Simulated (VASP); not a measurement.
# SiB6 (P6/mmm) in VASP: further runs

SiB6 is run at these levels: PBE; tasks: single point, relaxation of cell and atoms.

Everything below comes from runs of VASP 6.6.1. Logs are shortened: lines on timing, memory, paths and dates and some standing lists are left out, and cuts for length are marked.

## Step 1: The cell of the first run

It takes space group P6/mmm (No. 191, hexagonal). The conventional cell has a = 3.664 Å, b = 3.664 Å, c = 6.939 Å, α = 90.00°, β = 90.00°, γ = 120.00°. Within 2.4 Å of Si (site symmetry 6/mmm) lie 6 B at 1.83 Å. Within 2.8 Å of B (site symmetry -6m2) lie 6 B at 2.12 Å. B (site symmetry mmm) has 4 B at 1.83 Å and 2 Si at 1.83 Å within 2.4 Å. B (site symmetry 6/mmm) has 6 B at 2.12 Å within 2.8 Å.

## Step 2: Single point, PBE

Input file INCAR:

```
PREC     = Accurate       # precision mode
ENCUT    = 520            # plane-wave cutoff, eV
EDIFF    = 1E-6           # SCF threshold, eV
ISMEAR   = 0              # smearing method
SIGMA    = 0.1            # smearing width, eV
LREAL    = False          # projectors in reciprocal space
LASPH    = True           # aspherical terms in the spheres
NELM     = 60             # most SCF steps
ALGO     = Normal         # electronic algorithm
ISIF     = 2              # what is computed and relaxed
LWAVE    = False          # write WAVECAR
LCHARG   = False          # write CHGCAR
GGA      = PE             # functional
NBANDS   = 20             # bands
```

Input file KPOINTS:

```
regular mesh
0
Gamma
  12 12 6
```

Input file POSCAR:

```
SiB6
1.0
    3.6640049042      0.0000000000      0.0000000000
   -1.8320024521      3.1731213266      0.0000000000
    0.0000000000      0.0000000000      6.9394130890
Si B
1 6
Direct
    0.0000000000      0.0000000000      0.5000000000
    0.3333333333      0.6666666667      0.0000000000
    0.6666666667      0.3333333333      0.0000000000
    0.5000000000      0.0000000000      0.5000000000
    0.0000000000      0.5000000000      0.5000000000
    0.5000000000      0.5000000000      0.5000000000
    0.0000000000      0.0000000000      0.0000000000
```

Potentials or basis: VASP PAW PBE potentials, release 64 (Si, B).

Run with:

```sh
$ cat potpaw_PBE.64/Si/POTCAR potpaw_PBE.64/B/POTCAR > POTCAR
$ mpirun -np 1 vasp_std > vasp.out
```

OUTCAR:

```text
PREC = Accurate
   ENCUT = 520
   EDIFF = 1E-6
   ISMEAR = 0
   LREAL = False
   LASPH = True
   NELM = 60
   ISIF = 2
   GGA = PE

 ion  position               nearest neighbor table
   1  0.000  0.000  0.500-   5 1.83   6 1.83   5 1.83   6 1.83   4 1.83   4 1.83
   2  0.333  0.667  0.000-   3 2.12   7 2.12   3 2.12   7 2.12   7 2.12   3 2.12
   3  0.667  0.333  0.000-   2 2.12   7 2.12   2 2.12   7 2.12   7 2.12   2 2.12
   4  0.500  0.000  0.500-   5 1.83   6 1.83   6 1.83   5 1.83   1 1.83   1 1.83
   5  0.000  0.500  0.500-   1 1.83   4 1.83   1 1.83   4 1.83   6 1.83   6 1.83
   6  0.500  0.500  0.500-   1 1.83   4 1.83   4 1.83   1 1.83   5 1.83   5 1.83
   7  0.000  0.000  0.000-   2 2.12   3 2.12   2 2.12   3 2.12   3 2.12   2 2.12

  LATTYP: Found a hexagonal cell.
 ALAT       =     3.6640049042
 C/A-ratio  =     1.8939420854

  Lattice vectors:

 A1 = (   3.6640049042,   0.0000000000,   0.0000000000)
 A2 = (  -1.8320024521,   3.1731213266,   0.0000000000)
 A3 = (   0.0000000000,   0.0000000000,   6.9394130890)

Analysis of symmetry for initial positions (statically):
=====================================================================
 Subroutine PRICEL returns:
 Original cell was already a primitive cell.

 Routine SETGRP: Setting up the symmetry group for a
 hexagonal supercell.

 Subroutine GETGRP returns: Found 24 space group operations
 (whereof 24 operations were pure point group operations)
 out of a pool of 24 trial point group operations.

The static configuration has the point symmetry D_6h.

Analysis of symmetry for dynamics (positions and initial velocities):
=====================================================================
 Subroutine PRICEL returns:
 Original cell was already a primitive cell.

 Routine SETGRP: Setting up the symmetry group for a
 hexagonal supercell.

 Subroutine GETGRP returns: Found 24 space group operations
 (whereof 24 operations were pure point group operations)
 out of a pool of 24 trial point group operations.

The dynamic configuration has the point symmetry D_6h.

 Subroutine INISYM returns: Found 24 space group operations
 (whereof 24 operations are pure point group operations),
 and found     1 'primitive' translations

----------------------------------------------------------------------------------------

                                     Primitive cell

  volume of cell :      80.6799

  direct lattice vectors                    reciprocal lattice vectors
     3.664004904  0.000000000  0.000000000     0.272925399  0.157573553  0.000000000
    -1.832002452  3.173121327  0.000000000     0.000000000  0.315147105  0.000000000
     0.000000000  0.000000000  6.939413089     0.000000000  0.000000000  0.144104406

  length of vectors
     3.664004904  3.664004904  6.939413089     0.315147105  0.315147105  0.144104406

  position of ions in fractional coordinates (direct lattice)
     0.000000000  0.000000000  0.500000000
     0.333333333  0.666666667  0.000000000
     0.666666667  0.333333333  0.000000000
     0.500000000  0.000000000  0.500000000
     0.000000000  0.500000000  0.500000000
     0.500000000  0.500000000  0.500000000
     0.000000000  0.000000000  0.000000000

  ion indices of the primitive-cell ions
   primitive index   ion index
                 1           1
                 2           2
                 3           3
                 4           4
                 5           5
                 6           6
                 7           7

----------------------------------------------------------------------------------------

 KPOINTS: regular mesh

Automatic generation of k-mesh.
 Grid dimensions read from file:
 generate k-points for:   12   12    6

 Generating k-lattice:

  Cartesian coordinates                     Fractional coordinates (reciprocal lattice)
     0.022743783  0.013131129  0.000000000     0.083333333  0.000000000  0.000000000
     0.000000000  0.026262259  0.000000000     0.000000000  0.083333333  0.000000000
     0.000000000  0.000000000  0.024017401     0.000000000  0.000000000  0.166666667

  Length of vectors
     0.026262259  0.026262259  0.024017401

  Shift w.r.t. Gamma in fractional coordinates (k-lattice)
     0.000000000  0.000000000  0.000000000

 Subroutine IBZKPT returns following result:
 ===========================================

 Found     76 irreducible k-points:

 Following reciprocal coordinates:
            Coordinates               Weight
  0.000000  0.000000  0.000000      1.000000
  0.083333  0.000000  0.000000      6.000000
  0.166667  0.000000  0.000000      6.000000
  0.250000  0.000000  0.000000      6.000000
  0.333333 -0.000000  0.000000      6.000000
  0.416667  0.000000  0.000000      6.000000
[... 16 lines left out ...]
  0.250000  0.000000  0.166667     12.000000
  0.333333 -0.000000  0.166667     12.000000
 [... further k-points ...]
   k-points           NKPTS =     76   k-points in BZ     NKDIM =     76   number of bands    NBANDS=     20
   number of dos      NEDOS =    301   number of ions     NIONS =      7
   total plane-waves  NPLWV =  42336
   dimension x,y,z NGX =    28 NGY =   28 NGZ =   54
   dimension x,y,z NGXF=    56 NGYF=   56 NGZF=  108
   ions per type =               1   6
   NGX,Y,Z   is equivalent  to a cutoff of  12.70, 12.70, 12.94 a.u.
   NGXF,Y,Z  is equivalent  to a cutoff of  25.41, 25.41, 25.87 a.u.
 SYSTEM =  unknown system
   PREC   = accura    normal or accurate (medium, high low for compatibility)
   ISTART =      0    job   : 0-new  1-cont  2-samecut
   ICHARG =      2    charge: 1-file 2-atom 10-const
   ISPIN  =      1    spin polarized calculation?
   LNONCOLLINEAR =      F non collinear calculations
   LSORBIT =      F    spin-orbit coupling
   LASPH  =      T    aspherical Exc in radial PAW
   ENCUT  =  520.0 eV  38.22 Ry    6.18 a.u.   6.81  6.81 12.90*2*pi/ulx,y,z
   NELM   =     60;   NELMIN=  2; NELMDL= -5     # of ELM steps
   EDIFF  = 0.1E-05   stopping-criterion for ELM
   LREAL  =      F    real-space projection
   EDIFFG = 0.1E-04   stopping-criterion for IOM
   NSW    =      0    number of steps for IOM
   IBRION =     -1    ionic relax: 0-MD 1-quasi-New 2-CG
   NFREE  =      0    steps in history (QN), initial steepest desc. (CG)
   ISIF   =      2    stress and relaxation
   ISYM   =      2    0-nonsym 1-usesym 2-fastsym
   POTIM  = 0.5000    time-step for ionic-motion
   TEBEG  =    0.0;   TEEND  =   0.0 temperature during run
   PSTRESS=    0.0 pullay stress
   NELECT =      22.0000    total number of electrons
   NUPDOWN=      -1.0000    fix difference up-down
   EMIN   =  10.00;   EMAX   =-10.00  energy-range for DOS
   EFERMI =   0.00;   METHOD = LEGACY
   ISMEAR =     0;   SIGMA  =   0.10  broadening in eV -4-tet -1-fermi 0-gaus
   EFERMI_NEDOS =   21; number of points for ismear=-14 and -15
   IALGO  =     38    algorithm
   IMIX   =      4    mixing-type and parameters
     AMIX     =   0.40;   BMIX     =  1.00
     AMIX_MAG =   1.60;   BMIX_MAG =  1.00
  volume/ion in A,a.u.               =      11.53        77.78
  Fermi-wavevector in a.u.,A,eV,Ry     =   1.061599  2.006132 15.333668  1.126993
  Thomas-Fermi vector in A             =   2.197021
   LORBIT       =      0    0 simple, 1 ext, 2 COOP (PROOUT), +10 PAW based schemes
   GGA     = PE    functional components
   LHFCALC =     F    Hartree Fock is set to
   AEXX    =    0.0000 exact exchange contribution
   IVDW    =     0    specifies the selected vdW correction
   LEPSILON=     F    determine dielectric tensor
   LRPA    =     F    only Hartree local field effects (RPA)
 non-spin polarized calculation
 Gauss-broadening in eV      SIGMA  =   0.10
  energy-cutoff  :      520.00
  volume of cell :       80.68
 maximum number of plane-waves:      2192
 NGX is ok and might be reduce to    28
   NGX = 13   NGY = 13   NGZ = 25

 number of electron      22.0000000 magnetization

 Free energy of the ion-electron system (eV)
  ---------------------------------------------------
  ext. energy  EPLUGINS =         0.00000000
  ---------------------------------------------------
  free energy    TOTEN  =       -33.71219359 eV

  energy without entropy =      -33.70026963  energy(sigma->0) =      -33.70623161

 E-fermi :   4.2842     XC(G=0):  -9.8869

 val. band max:        4.2784881806   @ k =   0.4167   0.1667   0.3333
 cond. band min:       4.2928400628   @ k =   0.1667   0.0833   0.1667
 fundamental gap:      0.0143518822
 Fermi energy:         4.2842401667

 k-point     1 :       0.0000    0.0000    0.0000
  band No.  band energies     occupation
      1     -11.4857      2.00000
      2      -7.5564      2.00000
      3      -3.0329      2.00000
      4      -3.0329      2.00000
      5      -2.7411      2.00000
      6      -2.5618      2.00000
[... 12 lines left out ...]
     19       9.3035      0.00000
     20       9.3035      0.00000

 k-point     2 :       0.0833    0.0000    0.0000
  band No.  band energies     occupation
      1     -11.4076      2.00000
      2      -7.4763      2.00000
      3      -3.3761      2.00000
      4      -3.0563      2.00000
      5      -2.8687      2.00000
      6      -2.4642      2.00000
[... 12 lines left out ...]
     19       9.0211      0.00000
     20       9.0502      0.00000
[... 465 lines left out ...]
      3      -5.4646      2.00000
      4      -3.2429      2.00000
      5      -3.1980      2.00000
      6      -1.5662      2.00000
[... 12 lines left out ...]
     19       8.6068      0.00000
     20       9.9304      0.00000

 k-point    24 :       0.3333   -0.0000    0.1667
  band No.  band energies     occupation
      1     -10.2484      2.00000
      2      -6.6165      2.00000
      3      -6.2947      2.00000
      4      -3.4190      2.00000
      5      -3.2738      2.00000
      6      -2.5298      2.00000
[... 12 lines left out ...]
     19       9.5583      0.00000
     20      10.0427      0.00000

 [... further k-points ...]

------------------------ aborting loop because EDIFF is reached ----------------------------------------

  FORCE on cell =-STRESS in cart. coord.  units (eV):
  Direction    XX          YY          ZZ          XY          YZ          ZX
  --------------------------------------------------------------------------------------
  -------------------------------------------------------------------------------------
  Total       -0.1211604     -0.1211604     -0.0274437      0.0000000      0.0000000      0.0000000
  in kB       -2.4060574     -2.4060574     -0.5449890      0.0000000      0.0000000      0.0000000
  external PRESSURE =      -1.7857013 kB  Pullay stress =       0.0000000 kB

 VOLUME and BASIS-vectors are now :
 -----------------------------------------------------------------------------
  energy-cutoff  :      520.00
  volume of cell :       80.68
      direct lattice vectors                 reciprocal lattice vectors
     3.664004904  0.000000000  0.000000000     0.272925399  0.157573553  0.000000000
    -1.832002452  3.173121327  0.000000000     0.000000000  0.315147105  0.000000000
     0.000000000  0.000000000  6.939413089     0.000000000  0.000000000  0.144104406

 POSITION                                       TOTAL-FORCE (eV/Angst)
 -----------------------------------------------------------------------------------
      0.00000      0.00000      3.46971        -0.000000      0.000000     -0.000000
     -0.00000      2.11541      0.00000        -0.000000     -0.000000      0.000000
      1.83200      1.05771      0.00000         0.000000      0.000000     -0.000000
      1.83200      0.00000      3.46971        -0.000000      0.000000     -0.000000
     -0.91600      1.58656      3.46971        -0.000000      0.000000     -0.000000
      0.91600      1.58656      3.46971        -0.000000      0.000000     -0.000000
      0.00000      0.00000      0.00000        -0.000000      0.000000     -0.000000
 -----------------------------------------------------------------------------------
    total drift:                                0.000000     -0.000000      0.000000

  FREE ENERGIE OF THE ION-ELECTRON SYSTEM (eV)
  ---------------------------------------------------
  free  energy   TOTEN  =       -33.7121935891 eV

  energy  without entropy=      -33.7002696295  energy(sigma->0) =      -33.70623161
```

Run time: 1.8 min. Hardware: 1 thread of Intel Xeon 6975P-C, shared host; peak memory 0.25 GiB.

Results:

```yaml
Free_energy: -33.7122 eV
Pressure: -0.2 GPa
Band_gap_on_the_k_mesh: zero (band 11 reaches 5.38 eV, above the bottom of band 12 at 3.39 eV)
```

[end of part 1 of 2]
